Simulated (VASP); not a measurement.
# Mo in VASP: further runs, part 2 of 2

VASP 6.6.1. Earlier steps stand in the parts before.

## Step 4: Single point, PBE (strain -0.030 along x and y, -0.015 along z)

INCAR

```
  PREC = Accurate
  ENCUT = 520
  EDIFF = 1E-7
  ISMEAR = 0
  SIGMA = 0.15
  LREAL = F
  LASPH = T
  NELM = 60
  ALGO = Fast
  ISIF = 2
  LWAVE = F
  LCHARG = T
  GGA = PE
  LELF = T
  LVHAR = T
  NBANDS = 13
```

KPOINTS

```
Automatic mesh
0
Gamma
  22 22 22
```

POSCAR

```
Mo
1.0
   -1.5238700000      1.5238700000      1.5474350000
    1.5238700000     -1.5238700000      1.5474350000
    1.5238700000      1.5238700000     -1.5474350000
Mo
1
Direct
    0.0000000000      0.0000000000      0.0000000000
```

Potentials or basis: VASP PAW PBE potentials, release 64 (Mo_sv).

Started as:

```sh
cat potpaw_PBE.64/Mo_sv/POTCAR > POTCAR
mpirun -np 1 vasp_std > vasp.out
```

OUTCAR:

```text
PREC = Accurate
   ENCUT = 520
   EDIFF = 1E-7
   ISMEAR = 0
   LREAL = F
   LASPH = T
   NELM = 60
   ISIF = 2
   GGA = PE

 ion  position               nearest neighbor table
   1  0.000  0.000  0.000-

  LATTYP: Found a body centered tetragonal cell.
 ALAT       =     3.0477400000
 C/A-ratio  =     1.0154639175

  Lattice vectors:

 A1 = (  -1.5238700000,   1.5238700000,   1.5474350000)
 A2 = (   1.5238700000,  -1.5238700000,   1.5474350000)
 A3 = (   1.5238700000,   1.5238700000,  -1.5474350000)

Analysis of symmetry for initial positions (statically):
=====================================================================
 Subroutine PRICEL returns:
 Original cell was already a primitive cell.

 Routine SETGRP: Setting up the symmetry group for a
 body centered tetragonal supercell.

 Subroutine GETGRP returns: Found 16 space group operations
 (whereof 16 operations were pure point group operations)
 out of a pool of 16 trial point group operations.

The static configuration has the point symmetry D_4h.

Analysis of symmetry for dynamics (positions and initial velocities):
=====================================================================
 Subroutine PRICEL returns:
 Original cell was already a primitive cell.

 Routine SETGRP: Setting up the symmetry group for a
 body centered tetragonal supercell.

 Subroutine GETGRP returns: Found 16 space group operations
 (whereof 16 operations were pure point group operations)
 out of a pool of 16 trial point group operations.

The dynamic configuration has the point symmetry D_4h.

 Subroutine INISYM returns: Found 16 space group operations
 (whereof 16 operations are pure point group operations),
 and found     1 'primitive' translations

----------------------------------------------------------------------------------------

                                     Primitive cell

  volume of cell :      14.3737
[... 109 lines left out ...]
  Fermi-wavevector in a.u.,A,eV,Ry     =   1.622787  3.066622 35.830079  2.633437
  Thomas-Fermi vector in A             =   2.716343
   LORBIT       =      0    0 simple, 1 ext, 2 COOP (PROOUT), +10 PAW based schemes
   GGA     = PE    functional components
   LHFCALC =     F    Hartree Fock is set to
   AEXX    =    0.0000 exact exchange contribution
   IVDW    =     0    specifies the selected vdW correction
   LEPSILON=     F    determine dielectric tensor
   LRPA    =     F    only Hartree local field effects (RPA)
 non-spin polarized calculation
 RMM-DIIS sequential band-by-band and
 Gauss-broadening in eV      SIGMA  =   0.15
  energy-cutoff  :      520.00
  volume of cell :       14.37
 maximum number of plane-waves:       403
   NGX =  9   NGY =  9   NGZ =  9

 number of electron      13.9999999 magnetization

 Free energy of the ion-electron system (eV)
  ---------------------------------------------------
  ext. energy  EPLUGINS =         0.00000000
  ---------------------------------------------------
  free energy    TOTEN  =       -10.80880855 eV

  energy without entropy =      -10.80231338  energy(sigma->0) =      -10.80556097

 E-fermi :  14.0004     XC(G=0): -13.8694

 val. band max:       13.9977619177   @ k =  -0.2727   0.3636   0.1364
 cond. band min:      14.0039401833   @ k =  -0.0909  -0.1818   0.0909
 fundamental gap:      0.0061782656
 Fermi energy:        14.0004476142

 k-point     1 :       0.0000    0.0000    0.0000
  band No.  band energies     occupation
      1     -47.3132      2.00000
      2     -20.3599      2.00000
      3     -20.3550      2.00000
      4     -20.3550      2.00000
      5       6.5035      2.00000
      6      12.3954      2.00000
      7      12.3954      2.00000
      8      12.5895      2.00000
      9      15.6757      0.00000
     10      15.9323      0.00000
     11      28.7296      0.00000
     12      29.0421      0.00000
     13      29.0421      0.00000
[... 354 lines left out ...]
  band No.  band energies     occupation
      1     -46.9594      2.00000
      2     -22.0912      2.00000
      3     -20.9041      2.00000
      4     -20.3863      2.00000
      5       8.3202      2.00000
      6      10.3425      2.00000
      7      14.8513      0.00000
      8      15.8794      0.00000
      9      16.7000      0.00000
     10      19.0070      0.00000
     11      26.5601      0.00000
     12      27.4341      0.00000
     13      33.1661      0.00000

 [... further k-points ...]
[... 5 lines left out ...]
  --------------------------------------------------------------------------------------
  -------------------------------------------------------------------------------------
  Total        2.8934797      2.8934797      2.3832994      0.0000000      0.0000000     -0.0000000
  in kB      322.5245453    322.5245453    265.6567985      0.0000000      0.0000000     -0.0000000
  external PRESSURE =     303.5686297 kB  Pullay stress =       0.0000000 kB

 VOLUME and BASIS-vectors are now :
 -----------------------------------------------------------------------------
  energy-cutoff  :      520.00
  volume of cell :       14.37
      direct lattice vectors                 reciprocal lattice vectors
    -1.523870000  1.523870000  1.547435000     0.000000000  0.328111978  0.323115349
     1.523870000 -1.523870000  1.547435000     0.328111978  0.000000000  0.323115349
     1.523870000  1.523870000 -1.547435000     0.328111978  0.328111978  0.000000000

 POSITION                                       TOTAL-FORCE (eV/Angst)
 -----------------------------------------------------------------------------------
      0.00000      0.00000      0.00000         0.000000      0.000000      0.000000
 -----------------------------------------------------------------------------------
    total drift:                                0.000000     -0.000000      0.000000

  FREE ENERGIE OF THE ION-ELECTRON SYSTEM (eV)
  ---------------------------------------------------
  free  energy   TOTEN  =       -10.8088085511 eV

  energy  without entropy=      -10.8023133797  energy(sigma->0) =      -10.80556097
```

OSZICAR:

```text
N       E                     dE             d eps       ncg     rms          rms(c)
DAV:   1     0.930363343602E+02    0.93036E+02   -0.81006E+03 21904   0.112E+03
DAV:   2    -0.102376054582E+02   -0.10327E+03   -0.99317E+02 24854   0.314E+02
DAV:   3    -0.113839891944E+02   -0.11464E+01   -0.11433E+01 24214   0.330E+01
DAV:   4    -0.113864533146E+02   -0.24641E-02   -0.24641E-02 24494   0.186E+00
DAV:   5    -0.113864679447E+02   -0.14630E-04   -0.14630E-04 24659   0.128E-01    0.178E+01
RMM:   6    -0.108894989510E+02    0.49697E+00   -0.55259E-01 21771   0.714E+00    0.605E+00
RMM:   7    -0.108116091585E+02    0.77890E-01   -0.19013E-01 22326   0.415E+00    0.857E-01
RMM:   8    -0.108089278304E+02    0.26813E-02   -0.95515E-03 24309   0.108E+00    0.134E-01
RMM:   9    -0.108088222860E+02    0.10554E-03   -0.92695E-04 24608   0.326E-01    0.552E-02
RMM:  10    -0.108088115966E+02    0.10689E-04   -0.13237E-04 25266   0.130E-01    0.914E-03
RMM:  11    -0.108088082144E+02    0.33822E-05   -0.19816E-05 25178   0.482E-02    0.148E-03
RMM:  12    -0.108088085432E+02   -0.32874E-06   -0.44499E-06 23610   0.193E-02    0.165E-03
RMM:  13    -0.108088085511E+02   -0.78812E-08   -0.81843E-07 18869   0.763E-03
   1 F= -.10808809E+02 E0= -.10805561E+02  d E =-.649517E-02
```

Run time: 4.1 min. Hardware: 1 thread of Intel Xeon 8259CL, shared host; peak memory 0.25 GiB.

What came out:

| Quantity | Value |
| --- | --- |
| Free energy | -10.8088 eV |
| Pressure | 30.4 GPa |
| Band gap on the k mesh | zero (bands 7 and 8 overlap by 5.87 eV) |

Stress tensor (GPa, compression positive):
```
32.25  0.00  0.00
 0.00 32.25  0.00
 0.00  0.00 26.57
```

Levels at points of the mesh, in eV from the Fermi level:
```csv
k point,band 4,band 5,band 6,band 7,band 8,band 9,band 10,band 11
"(0.00, 0.00, 0.00)",-34.36,-7.50,-1.61,-1.61,-1.41,1.68,1.93,14.73
"(0.50, 0.00, 0.00)",-34.37,-5.85,-3.76,1.78,1.94,2.58,5.34,12.12
"(0.50, 0.50, 0.00)",-34.39,-5.88,-3.97,2.06,2.07,2.68,5.39,12.09
"(0.50, 0.50, 0.50)",-35.57,-6.15,-6.11,4.44,4.50,4.50,9.48,9.88
```

Caveat: the cell differs from its parent crystal (strain -0.030 along x and y, -0.015 along z); the stress differs along the axes, from 27 to 32 GPa.

## Step 5: Single point, PBE (strain -0.030 along x and y, +0.000 along z)

INCAR

```
ALGO = Fast
EDIFF = 1E-7
ENCUT = 520
GGA = PE
ISIF = 2
ISMEAR = 0
LASPH = T
LCHARG = T
LELF = T
LREAL = F
LVHAR = T
LWAVE = F
NBANDS = 13
NELM = 100
PREC = Accurate
SIGMA = 0.15
```

KPOINTS

```
k-points
0
Gamma
  22 22 22
```

POSCAR

```
Mo
1.0
   -1.5238700000      1.5238700000      1.5710000000
    1.5238700000     -1.5238700000      1.5710000000
    1.5238700000      1.5238700000     -1.5710000000
Mo
1
Direct
    0.0000000000      0.0000000000      0.0000000000
```

Potentials or basis: VASP PAW PBE potentials, release 64 (Mo_sv).

Started as:

```sh
cat potpaw_PBE.64/Mo_sv/POTCAR > POTCAR
mpirun -np 1 vasp_std > vasp.out
```

OUTCAR:

```text
EDIFF = 1E-7
   ENCUT = 520
   GGA = PE
   ISIF = 2
   ISMEAR = 0
   LASPH = T
   LREAL = F
   NELM = 100
   PREC = Accurate

 ion  position               nearest neighbor table
   1  0.000  0.000  0.000-

  LATTYP: Found a body centered tetragonal cell.
 ALAT       =     3.0477400000
 C/A-ratio  =     1.0309278351

  Lattice vectors:

 A1 = (  -1.5238700000,   1.5238700000,   1.5710000000)
 A2 = (   1.5238700000,  -1.5238700000,   1.5710000000)
 A3 = (   1.5238700000,   1.5238700000,  -1.5710000000)

Analysis of symmetry for initial positions (statically):
=====================================================================
 Subroutine PRICEL returns:
 Original cell was already a primitive cell.

 Routine SETGRP: Setting up the symmetry group for a
 body centered tetragonal supercell.

 Subroutine GETGRP returns: Found 16 space group operations
 (whereof 16 operations were pure point group operations)
 out of a pool of 16 trial point group operations.

The static configuration has the point symmetry D_4h.

Analysis of symmetry for dynamics (positions and initial velocities):
=====================================================================
[... 162 lines left out ...]
 Fermi energy:        13.7414323511

 k-point     1 :       0.0000    0.0000    0.0000
  band No.  band energies     occupation
      1     -47.5636      2.00000
      2     -20.6577      2.00000
      3     -20.6492      2.00000
      4     -20.6492      2.00000
      5       6.2865      2.00000
      6      12.1164      2.00000
      7      12.1164      2.00000
      8      12.4899      2.00000
      9      15.2640      0.00000
     10      15.7549      0.00000
     11      28.2655      0.00000
     12      28.8744      0.00000
     13      28.8744      0.00000
[... 354 lines left out ...]
  band No.  band energies     occupation
      1     -47.2316      2.00000
      2     -22.3111      2.00000
      3     -21.1668      2.00000
      4     -20.6767      2.00000
      5       8.1616      2.00000
      6      10.2262      2.00000
      7      14.4839      0.00000
      8      15.5006      0.00000
      9      16.3930      0.00000
     10      18.6219      0.00000
     11      26.2750      0.00000
     12      26.8610      0.00000
     13      32.7831      0.00000

 [... further k-points ...]
[... 5 lines left out ...]
  --------------------------------------------------------------------------------------
  -------------------------------------------------------------------------------------
  Total        2.5940613      2.5940613      1.6151474      0.0000000      0.0000000     -0.0000000
  in kB      284.8123415    284.8123415    177.3334753      0.0000000      0.0000000     -0.0000000
  external PRESSURE =     248.9860527 kB  Pullay stress =       0.0000000 kB

 VOLUME and BASIS-vectors are now :
 -----------------------------------------------------------------------------
  energy-cutoff  :      520.00
  volume of cell :       14.59
      direct lattice vectors                 reciprocal lattice vectors
    -1.523870000  1.523870000  1.571000000     0.000000000  0.328111978  0.318268619
     1.523870000 -1.523870000  1.571000000     0.328111978  0.000000000  0.318268619
     1.523870000  1.523870000 -1.571000000     0.328111978  0.328111978  0.000000000

 POSITION                                       TOTAL-FORCE (eV/Angst)
 -----------------------------------------------------------------------------------
      0.00000      0.00000      0.00000        -0.000000      0.000000     -0.000000
 -----------------------------------------------------------------------------------
    total drift:                                0.000000     -0.000000     -0.000000

  FREE ENERGIE OF THE ION-ELECTRON SYSTEM (eV)
  ---------------------------------------------------
  free  energy   TOTEN  =       -10.8390458356 eV

  energy  without entropy=      -10.8324503458  energy(sigma->0) =      -10.83574809
```

OSZICAR:

```text
N       E                     dE             d eps       ncg     rms          rms(c)
DAV:   1     0.927548530180E+02    0.92755E+02   -0.80898E+03 21901   0.111E+03
DAV:   2    -0.102706408437E+02   -0.10303E+03   -0.99039E+02 24839   0.313E+02
DAV:   3    -0.114279825706E+02   -0.11573E+01   -0.11542E+01 24249   0.331E+01
DAV:   4    -0.114305024828E+02   -0.25199E-02   -0.25199E-02 24389   0.187E+00
DAV:   5    -0.114305175812E+02   -0.15098E-04   -0.15098E-04 24759   0.129E-01    0.172E+01
RMM:   6    -0.109200784646E+02    0.51044E+00   -0.57423E-01 21771   0.724E+00    0.570E+00
RMM:   7    -0.108418656571E+02    0.78213E-01   -0.19266E-01 22325   0.416E+00    0.896E-01
RMM:   8    -0.108391814379E+02    0.26842E-02   -0.96860E-03 24297   0.109E+00    0.140E-01
RMM:   9    -0.108390590920E+02    0.12235E-03   -0.95950E-04 24631   0.330E-01    0.524E-02
RMM:  10    -0.108390483322E+02    0.10760E-04   -0.14184E-04 25240   0.133E-01    0.840E-03
RMM:  11    -0.108390456158E+02    0.27165E-05   -0.18197E-05 25153   0.474E-02    0.151E-03
RMM:  12    -0.108390458635E+02   -0.24777E-06   -0.40872E-06 22530   0.174E-02    0.139E-03
RMM:  13    -0.108390458356E+02    0.27906E-07   -0.64646E-07 18739   0.688E-03
   1 F= -.10839046E+02 E0= -.10835748E+02  d E =-.659549E-02
```

stdout:

```text
POSCAR found type information on POSCAR Mo
 POSCAR found :  1 types and       1 ions
 scaLAPACK will be used
 LDA part: xc-table for (Slater+PW92), standard interpolation
 POSCAR, INCAR and KPOINTS ok, starting setup
 FFT: planning ... GRIDC
 FFT: planning ... GRID_SOFT
 FFT: planning ... GRID
 WAVECAR not read
 entering main loop
WARNING in EDDRMM: call to ZHEGV failed, returncode =   8  4     13
WARNING in EDDRMM: call to ZHEGV failed, returncode =   8  4     13
WARNING in EDDRMM: call to ZHEGV failed, returncode =   8  4     12
```

Wall time 3.8 min (1 thread of Intel Xeon 8259CL, shared host); peak memory 0.25 GiB.

What came out:

```
Free energy            : -10.8390 eV
Pressure               : 24.9 GPa
Band gap on the k mesh : zero (bands 7 and 8 overlap by 5.59 eV)
```

Levels at points of the mesh, in eV from the Fermi level:
```csv
k point,band 5,band 6,band 7,band 8,band 9,band 10
"(0.00, 0.00, 0.00)",-7.45,-1.63,-1.63,-1.25,1.52,2.01
"(0.50, 0.00, 0.00)",-5.74,-3.61,1.61,1.83,2.54,5.20
"(0.50, 0.50, 0.00)",-5.80,-4.01,2.09,2.18,2.71,5.29
"(0.50, 0.50, 0.50)",-6.04,-5.96,4.30,4.42,4.42,9.09
```

Caveat: the cell differs from its parent crystal (strain -0.030 along x and y, +0.000 along z); the stress differs along the axes, from 18 to 28 GPa.

## Step 6: Summary

```csv
cell,gap on the mesh (eV),pressure (GPa)
"a = 2.762 Å, angles 109.5°, 1 atom",none,-6.1
"a = 2.803 Å, angles 109.5°, 1 atom",none,-15.4
"a = 2.653 Å, angles 109.9, 109.9, 108.6°, 1 atom",none,30.4
"a = 2.667 Å, angles 110.3, 110.3, 107.8°, 1 atom",none,24.9
```

Alike in all rows: task single point; level PBE; potentials or basis VASP PAW PBE potentials, release 64 (Mo_sv); no spin polarisation; k mesh 22 × 22 × 22; cutoff (eV) 520; smearing gaussian 0.15 eV.

Caveats: the cell stands under tension (at least some runs); the stress differs along the axes, from 27 to 32 GPa (at least some runs); the stress differs along the axes, from 18 to 28 GPa (at least some runs).

Absolute energies hang on the potentials; compare differences alone.
